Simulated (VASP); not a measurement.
Runs of VASP 6.6.1 on Ir. The structure is that of space group I4/mmm (No. 139), or close to it. The cells are those of the table. 

| cell | gap on the mesh (eV) | pressure (GPa) |
| --- | --- | --- |
| a = 2.822, b = 2.822, c = 2.555 Å, angles 63.1, 63.1, 53.8°, 1 atom | none | 13.2 |
| a = 2.962, b = 2.962, c = 2.419 Å, angles 65.9, 65.9, 48.2°, 1 atom | none | 38.5 |
| a = 2.660, b = 2.660, c = 2.866 Å, angles 57.4, 57.4, 65.2°, 1 atom | none | 9.1 |
| a = 2.645, b = 2.645, c = 2.949 Å, angles 56.1, 56.1, 67.8°, 1 atom | none | (a) |

Alike in all rows: task single point; level r2SCAN; potentials or basis VASP PAW PBE potentials, release 64 (Ir); no spin polarisation; k mesh 24 × 24 × 24; cutoff (eV) 520; smearing gaussian 0.15 eV.

Estimate the missing entries.

(a) 13.9.

Caveats: the cell stands under pressure; the PAW data sets were made with another functional, which shifts forces and pressure a little; spin-orbit coupling is left out, which moves the levels of the heavy elements.

A k mesh can miss the band edges, and the runs leave out spin-orbit coupling on Ir.

A gap of «none» marks levels without a gap at the run's occupations.
